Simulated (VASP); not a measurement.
# InSb in VASP: further runs

InSb is run at these levels: PBEsol; tasks: electric field gradients, density of states.

Everything below comes from runs of VASP 6.6.1. Logs are shortened: lines on timing, memory, paths and dates and some standing lists are left out, and cuts for length are marked.

## 1. The cell of the first run

Symmetry: I-4m2, No. 119, tetragonal system. The conventional cell has a = 4.581 Å, b = 4.581 Å, c = 6.543 Å, α = 90.00°, β = 90.00°, γ = 90.00°. In (site symmetry -4m2) has 4 Sb at 2.81 Å within 3.7 Å. Within 3.7 Å of Sb (site symmetry -4m2) lie 4 In at 2.81 Å.

## 2. Electric field gradients, PBEsol (zz strain of +1 %)

Input file INCAR:

```
  PREC = Accurate
  ENCUT = 520
  EDIFF = 1E-8
  ISMEAR = -1
  SIGMA = 0.05
  LREAL = False
  LASPH = True
  NELM = 100
  ALGO = Normal
  ISIF = 2
  LWAVE = False
  LCHARG = False
  GGA = PS
  LEFG = True
  NBANDS = 16
```

Input file KPOINTS:

```
regular mesh
0
Gamma
  9 9 9
```

Input file POSCAR:

```
InSb
1.0
    0.0000000000      3.2391000000      3.2714910000
    3.2391000000      0.0000000000      3.2714910000
    3.2391000000      3.2391000000      0.0000000000
In Sb
1 1
Direct
    0.0000000000      0.0000000000      0.0000000000
    0.7500000000      0.7500000000      0.7500000000
```

Potentials or basis: VASP PAW PBE potentials, release 64 (In_d, Sb).

Launch:

```
$ cat potpaw_PBE.64/In_d/POTCAR potpaw_PBE.64/Sb/POTCAR > POTCAR
$ mpirun -np 1 vasp_std > vasp.out
```

OUTCAR:

```text
PREC = Accurate
   ENCUT = 520
   EDIFF = 1E-8
   ISMEAR = -1
   LREAL = False
   LASPH = True
   NELM = 100
   ISIF = 2
   GGA = PS

 ion  position               nearest neighbor table
   1  0.000  0.000  0.000-   2 2.81   2 2.81   2 2.81   2 2.81
   2  0.750  0.750  0.750-   1 2.81   1 2.81   1 2.81   1 2.81

  LATTYP: Found a body centered tetragonal cell.
 ALAT       =     4.5807791499
 C/A-ratio  =     1.4283556980

  Lattice vectors:

 A1 = (  -3.2391000000,   0.0000000000,   3.2714910000)
 A2 = (   3.2391000000,   0.0000000000,   3.2714910000)
 A3 = (   0.0000000000,   3.2391000000,  -3.2714910000)

Analysis of symmetry for initial positions (statically):
=====================================================================
 Subroutine PRICEL returns:
 Original cell was already a primitive cell.

 Routine SETGRP: Setting up the symmetry group for a
 body centered tetragonal supercell.

 Subroutine GETGRP returns: Found  8 space group operations
 (whereof  8 operations were pure point group operations)
 out of a pool of 16 trial point group operations.

The static configuration has the point symmetry D_2d.

Analysis of symmetry for dynamics (positions and initial velocities):
=====================================================================
 Subroutine PRICEL returns:
 Original cell was already a primitive cell.

 Routine SETGRP: Setting up the symmetry group for a
 body centered tetragonal supercell.

 Subroutine GETGRP returns: Found  8 space group operations
 (whereof  8 operations were pure point group operations)
 out of a pool of 16 trial point group operations.

The dynamic configuration has the point symmetry D_2d.

 Subroutine INISYM returns: Found  8 space group operations
 (whereof  8 operations are pure point group operations),
 and found     1 'primitive' translations

----------------------------------------------------------------------------------------

                                     Primitive cell

  volume of cell :      68.6475

  direct lattice vectors                    reciprocal lattice vectors
     0.000000000  3.239100000  3.271491000    -0.154363867  0.154363867  0.152835511
     3.239100000  0.000000000  3.271491000     0.154363867 -0.154363867  0.152835511
     3.239100000  3.239100000  0.000000000     0.154363867  0.154363867 -0.152835511

  length of vectors
     4.603740020  4.603740020  4.580779150     0.266486585  0.266486585  0.266486585

  position of ions in fractional coordinates (direct lattice)
     0.000000000  0.000000000  0.000000000
     0.750000000  0.750000000  0.750000000

  ion indices of the primitive-cell ions
   primitive index   ion index
                 1           1
                 2           2

----------------------------------------------------------------------------------------

 KPOINTS: regular mesh

Automatic generation of k-mesh.
 Grid dimensions read from file:
 generate k-points for:    9    9    9

 Generating k-lattice:

  Cartesian coordinates                     Fractional coordinates (reciprocal lattice)
    -0.017151541  0.017151541  0.016981723     0.111111111  0.000000000  0.000000000
     0.017151541 -0.017151541  0.016981723     0.000000000  0.111111111  0.000000000
     0.017151541  0.017151541 -0.016981723    -0.000000000 -0.000000000  0.111111111

  Length of vectors
     0.029609621  0.029609621  0.029609621

  Shift w.r.t. Gamma in fractional coordinates (k-lattice)
     0.000000000  0.000000000  0.000000000

 Subroutine IBZKPT returns following result:
 ===========================================

 Found     75 irreducible k-points:

 Following reciprocal coordinates:
            Coordinates               Weight
  0.000000  0.000000  0.000000      1.000000
  0.111111 -0.000000  0.000000      8.000000
  0.222222 -0.000000  0.000000      8.000000
  0.333333 -0.000000  0.000000      8.000000
  0.444444 -0.000000  0.000000      8.000000
  0.111111  0.111111  0.000000      2.000000
[... 16 lines left out ...]
 -0.333333  0.333333  0.000000      4.000000
  0.444444  0.444444  0.000000      2.000000
 [... further k-points ...]
   k-points           NKPTS =     75   k-points in BZ     NKDIM =     75   number of bands    NBANDS=     16
   number of dos      NEDOS =    301   number of ions     NIONS =      2
   total plane-waves  NPLWV =  46656
   dimension x,y,z NGX =    36 NGY =   36 NGZ =   36
   dimension x,y,z NGXF=    72 NGYF=   72 NGZF=   72
   ions per type =               1   1
   NGX,Y,Z   is equivalent  to a cutoff of  13.00, 13.00, 13.07 a.u.
   NGXF,Y,Z  is equivalent  to a cutoff of  26.00, 26.00, 26.13 a.u.
 SYSTEM =  unknown system
   PREC   = accura    normal or accurate (medium, high low for compatibility)
   ISTART =      0    job   : 0-new  1-cont  2-samecut
   ICHARG =      2    charge: 1-file 2-atom 10-const
   ISPIN  =      1    spin polarized calculation?
   LNONCOLLINEAR =      F non collinear calculations
   LSORBIT =      F    spin-orbit coupling
   LASPH  =      T    aspherical Exc in radial PAW
   ENCUT  =  520.0 eV  38.22 Ry    6.18 a.u.   8.56  8.56  8.52*2*pi/ulx,y,z
   NELM   =    100;   NELMIN=  2; NELMDL= -5     # of ELM steps
   EDIFF  = 0.1E-07   stopping-criterion for ELM
   LREAL  =      F    real-space projection
   EDIFFG = 0.1E-06   stopping-criterion for IOM
   NSW    =      0    number of steps for IOM
   IBRION =     -1    ionic relax: 0-MD 1-quasi-New 2-CG
   NFREE  =      0    steps in history (QN), initial steepest desc. (CG)
   ISIF   =      2    stress and relaxation
   ISYM   =      2    0-nonsym 1-usesym 2-fastsym
   POTIM  = 0.5000    time-step for ionic-motion
   TEBEG  =    0.0;   TEEND  =   0.0 temperature during run
   PSTRESS=    0.0 pullay stress
   NELECT =      18.0000    total number of electrons
   NUPDOWN=      -1.0000    fix difference up-down
   EMIN   =  10.00;   EMAX   =-10.00  energy-range for DOS
   EFERMI =   0.00;   METHOD = LEGACY
   ISMEAR =    -1;   SIGMA  =   0.05  broadening in eV -4-tet -1-fermi 0-gaus
   EFERMI_NEDOS =   21; number of points for ismear=-14 and -15
   IALGO  =     38    algorithm
   IMIX   =      4    mixing-type and parameters
     AMIX     =   0.40;   BMIX     =  1.00
     AMIX_MAG =   1.60;   BMIX_MAG =  1.00
  volume/ion in A,a.u.               =      34.32       231.63
  Fermi-wavevector in a.u.,A,eV,Ry     =   1.047830  1.980112 14.938487  1.097948
  Thomas-Fermi vector in A             =   2.182727
   LORBIT       =      0    0 simple, 1 ext, 2 COOP (PROOUT), +10 PAW based schemes
   GGA     = PS    functional components
   LHFCALC =     F    Hartree Fock is set to
   AEXX    =    0.0000 exact exchange contribution
   IVDW    =     0    specifies the selected vdW correction
   LEPSILON=     F    determine dielectric tensor
   LRPA    =     F    only Hartree local field effects (RPA)
 non-spin polarized calculation
  energy-cutoff  :      520.00
  volume of cell :       68.65
 maximum number of plane-waves:      1868
 NGX is ok and might be reduce to    36
   NGX = 17   NGY = 17   NGZ = 17

 number of electron      17.9999993 magnetization

 Free energy of the ion-electron system (eV)
  ---------------------------------------------------
  ext. energy  EPLUGINS =         0.00000000
  ---------------------------------------------------
  free energy    TOTEN  =        -7.69726869 eV

  energy without entropy =       -7.69684446  energy(sigma->0) =       -7.69705657

 E-fermi :   4.9203     XC(G=0):  -8.8279

 val. band max:        4.8787423082   @ k =   0.0000   0.0000   0.0000
 cond. band min:       5.3344564338   @ k =   0.4444  -0.0000   0.0000
 fundamental gap:      0.4557141256
 Fermi energy:         4.9202836756

 k-point     1 :       0.0000    0.0000    0.0000
  band No.  band energies     occupation
      1      -9.6601      2.00000
      2      -9.6582      2.00000
      3      -9.6582      2.00000
      4      -9.5756      2.00000
      5      -9.5744      2.00000
      6      -5.8263      2.00000
[... 8 lines left out ...]
     15      13.0498      0.00000
     16      13.2020      0.00000

 k-point     2 :       0.1111   -0.0000    0.0000
  band No.  band energies     occupation
      1      -9.6646      2.00000
      2      -9.6569      2.00000
      3      -9.6557      2.00000
      4      -9.5758      2.00000
      5      -9.5745      2.00000
      6      -5.7151      2.00000
[... 8 lines left out ...]
     15      12.3337      0.00000
     16      12.4417      0.00000

 k-point     3 :       0.2222   -0.0000    0.0000
  band No.  band energies     occupation
      1      -9.6787      2.00000
      2      -9.6509      2.00000
      3      -9.6497      2.00000
      4      -9.5760      2.00000
      5      -9.5745      2.00000
      6      -5.3980      2.00000
[... 8 lines left out ...]
     15      12.0405      0.00000
     16      12.0872      0.00000

 k-point     4 :       0.3333   -0.0000    0.0000
  band No.  band energies     occupation
      1      -9.6945      2.00000
      2      -9.6448      2.00000
      3      -9.6436      2.00000
      4      -9.5754      2.00000
      5      -9.5736      2.00000
      6      -4.9423      2.00000
[... 8 lines left out ...]
     15      12.5426      0.00000
     16      12.5542      0.00000

 k-point     5 :       0.4444   -0.0000    0.0000
  band No.  band energies     occupation
      1      -9.7047      2.00000
      2      -9.6414      2.00000
      3      -9.6402      2.00000
      4      -9.5745      2.00000
      5      -9.5724      2.00000
      6      -4.5418      2.00000
[... 8 lines left out ...]
     15      13.6040      0.00000
     16      13.6597      0.00000

 k-point     6 :       0.1111    0.1111    0.0000
  band No.  band energies     occupation
      1      -9.6703      2.00000
      2      -9.6533      2.00000
      3      -9.6533      2.00000
      4      -9.5760      2.00000
      5      -9.5746      2.00000
      6      -5.6794      2.00000
[... 8 lines left out ...]
     15      11.5009      0.00000
     16      13.3241      0.00000
[... 267 lines left out ...]
 k-point    21 :       0.4444    0.3333    0.0000
  band No.  band energies     occupation
      1      -9.7278      2.00000
      2      -9.6228      2.00000
      3      -9.6215      2.00000
      4      -9.5886      2.00000
      5      -9.5688      2.00000
      6      -4.2542      2.00000
[... 8 lines left out ...]
     15      14.7618      0.00000
     16      14.9145      0.00000

 k-point    22 :      -0.4444    0.3333    0.0000
  band No.  band energies     occupation
      1      -9.7274      2.00000
      2      -9.6252      2.00000
      3      -9.6212      2.00000
      4      -9.5858      2.00000
      5      -9.5709      2.00000
      6      -3.9840      2.00000
[... 8 lines left out ...]
     15      13.7624      0.00000
     16      15.4848      0.00000

 k-point    23 :      -0.3333    0.3333    0.0000
  band No.  band energies     occupation
      1      -9.7207      2.00000
      2      -9.6304      2.00000
      3      -9.6255      2.00000
      4      -9.5807      2.00000
      5      -9.5743      2.00000
      6      -4.0394      2.00000
[... 8 lines left out ...]
     15      12.6184      0.00000
     16      15.6607      0.00000

 k-point    24 :       0.4444    0.4444    0.0000
  band No.  band energies     occupation
      1      -9.7361      2.00000
      2      -9.6166      2.00000
      3      -9.6166      2.00000
      4      -9.5921      2.00000
      5      -9.5673      2.00000
      6      -4.0069      2.00000
[... 8 lines left out ...]
     15      14.9479      0.00000
     16      15.4425      0.00000

 [... further k-points ...]
[... 5 lines left out ...]
  --------------------------------------------------------------------------------------
  -------------------------------------------------------------------------------------
  Total        0.2160362      0.2160362      0.0974367      0.0000000      0.0000000      0.0000000
  in kB        5.0421142      5.0421142      2.2740963      0.0000000      0.0000000      0.0000000
  external PRESSURE =       4.1194415 kB  Pullay stress =       0.0000000 kB

 VOLUME and BASIS-vectors are now :
 -----------------------------------------------------------------------------
  energy-cutoff  :      520.00
  volume of cell :       68.65
      direct lattice vectors                 reciprocal lattice vectors
     0.000000000  3.239100000  3.271491000    -0.154363867  0.154363867  0.152835511
     3.239100000  0.000000000  3.271491000     0.154363867 -0.154363867  0.152835511
     3.239100000  3.239100000  0.000000000     0.154363867  0.154363867 -0.152835511

 POSITION                                       TOTAL-FORCE (eV/Angst)
 -----------------------------------------------------------------------------------
      0.00000      0.00000      0.00000        -0.000000     -0.000000      0.000000
      4.85865      4.85865      4.90724         0.000000      0.000000     -0.000000
 -----------------------------------------------------------------------------------
    total drift:                               -0.000000     -0.000000      0.000000

  FREE ENERGIE OF THE ION-ELECTRON SYSTEM (eV)
  ---------------------------------------------------
  free  energy   TOTEN  =        -7.6972686863 eV

  energy  without entropy=       -7.6968444595  energy(sigma->0) =       -7.69705657

 Electric field gradients (V/A^2)
---------------------------------------------------------------------
 ion       V_xx      V_yy      V_zz      V_xy      V_xz      V_yz
---------------------------------------------------------------------
   1       1.367     1.367    -2.734     0.002     0.001     0.001
   2      -1.151    -1.151     2.301    -0.000    -0.000    -0.000
---------------------------------------------------------------------

 Electric field gradients after diagonalization (V/A^2)
 (convention: |V_zz| > |V_xx| > |V_yy|)
----------------------------------------------------------------------
 ion       V_xx      V_yy      V_zz     asymmetry (V_yy - V_xx)/ V_zz
----------------------------------------------------------------------
   1       1.369     1.365    -2.734       0.001
   2      -1.151    -1.150     2.301       0.000
----------------------------------------------------------------------

           NMR quadrupolar parameters

 Cq : quadrupolar parameter    Cq=e*Q*V_zz/h
 eta: asymmetry parameters     (V_yy - V_xx)/ V_zz
 Q  : nuclear electric quadrupole moment in mb (millibarn)
----------------------------------------------------------------------
 ion       Cq(MHz)       eta       Q (mb)
----------------------------------------------------------------------
   1      -0.007       0.001       1.000
   2       0.006       0.000       1.000
----------------------------------------------------------------------
```

It took 35 s on 1 thread of Intel Xeon 6975P-C (Granite Rapids), shared host; peak memory 0.25 GiB.

What came out:

```yaml
Free_energy: -7.6973 eV
Pressure: 0.4 GPa
Band_gap_on_the_k_mesh: zero (filled and empty bands touch)
```

Electric field gradients, principal values (V/Å²):
| atom | least | middle | greatest (by size) |
| --- | --- | --- | --- |
| 1 In | 1.365 | 1.369 | -2.734 |
| 2 Sb | -1.150 | -1.151 | 2.301 |

Caveat: the cell differs from its parent crystal (zz strain of +1 %); without QUAD_EFG the Cq values of the log hold for a quadrupole moment of 1 mb, not for the nuclei; the PAW data sets were made with another functional, which shifts forces and pressure a little; spin-orbit coupling is left out, which moves the levels of the heavy elements.

## 3. Electric field gradients, PBEsol (zz strain of +1 %)

Input file INCAR:

```
SYSTEM = InSb
PREC = Accurate
ENCUT = 520
EDIFF = 1E-8
ISMEAR = -1
SIGMA = 0.05
LREAL = .FALSE.
LASPH = .TRUE.
NELM = 80
ALGO = Normal
ISIF = 2
LWAVE = .FALSE.
LCHARG = .FALSE.
GGA = PS
LEFG = .TRUE.
NBANDS = 16
```

Input file KPOINTS:

```
regular mesh
0
G
  9 9 9
  0 0 0
```

POSCAR is that of step 2.

Potentials or basis: VASP PAW PBE potentials, release 64 (In_d, Sb).

Launch:

```
$ cat potpaw_PBE.64/In_d/POTCAR potpaw_PBE.64/Sb/POTCAR > POTCAR
$ mpirun -np 1 vasp_std > vasp.out
```

OUTCAR:

```text
SYSTEM = InSb
   PREC = Accurate
   ENCUT = 520
   EDIFF = 1E-8
   ISMEAR = -1
   LREAL = .FALSE.
   LASPH = .TRUE.
   NELM = 80
   ISIF = 2
   GGA = PS

 ion  position               nearest neighbor table
   1  0.000  0.000  0.000-   2 2.81   2 2.81   2 2.81   2 2.81
   2  0.750  0.750  0.750-   1 2.81   1 2.81   1 2.81   1 2.81

  LATTYP: Found a body centered tetragonal cell.
 ALAT       =     4.5807791499
 C/A-ratio  =     1.4283556980

  Lattice vectors:

 A1 = (  -3.2391000000,   0.0000000000,   3.2714910000)
 A2 = (   3.2391000000,   0.0000000000,   3.2714910000)
[... 669 lines left out ...]
  free  energy   TOTEN  =        -7.6972686863 eV

  energy  without entropy=       -7.6968444595  energy(sigma->0) =       -7.69705657

 Electric field gradients (V/A^2)
---------------------------------------------------------------------
 ion       V_xx      V_yy      V_zz      V_xy      V_xz      V_yz
---------------------------------------------------------------------
   1       1.367     1.367    -2.734     0.002     0.001     0.001
   2      -1.151    -1.151     2.301    -0.000    -0.000    -0.000
---------------------------------------------------------------------

 Electric field gradients after diagonalization (V/A^2)
 (convention: |V_zz| > |V_xx| > |V_yy|)
----------------------------------------------------------------------
 ion       V_xx      V_yy      V_zz     asymmetry (V_yy - V_xx)/ V_zz
----------------------------------------------------------------------
   1       1.369     1.365    -2.734       0.001
   2      -1.151    -1.150     2.301       0.000
----------------------------------------------------------------------

           NMR quadrupolar parameters

 Cq : quadrupolar parameter    Cq=e*Q*V_zz/h
 eta: asymmetry parameters     (V_yy - V_xx)/ V_zz
 Q  : nuclear electric quadrupole moment in mb (millibarn)
----------------------------------------------------------------------
 ion       Cq(MHz)       eta       Q (mb)
----------------------------------------------------------------------
   1      -0.007       0.001       1.000
   2       0.006       0.000       1.000
----------------------------------------------------------------------
```

It took 38 s on 1 thread of Intel Xeon 6975P-C (Granite Rapids), shared host; peak memory 0.25 GiB.

Results:

- Free energy: -7.6973 eV
- Pressure: 0.4 GPa
- Band gap on the k mesh: zero (filled and empty bands touch)

Electric field gradients, principal values (V/Å²):
```csv
atom,least,middle,greatest (by size)
1 In,1.365,1.369,-2.734
2 Sb,-1.150,-1.151,2.301
```

Caveat: the cell differs from its parent crystal (zz strain of +1 %); without QUAD_EFG the Cq values of the log hold for a quadrupole moment of 1 mb, not for the nuclei; the PAW data sets were made with another functional, which shifts forces and pressure a little; spin-orbit coupling is left out, which moves the levels of the heavy elements.

(Part 1 of 3 ends here.)
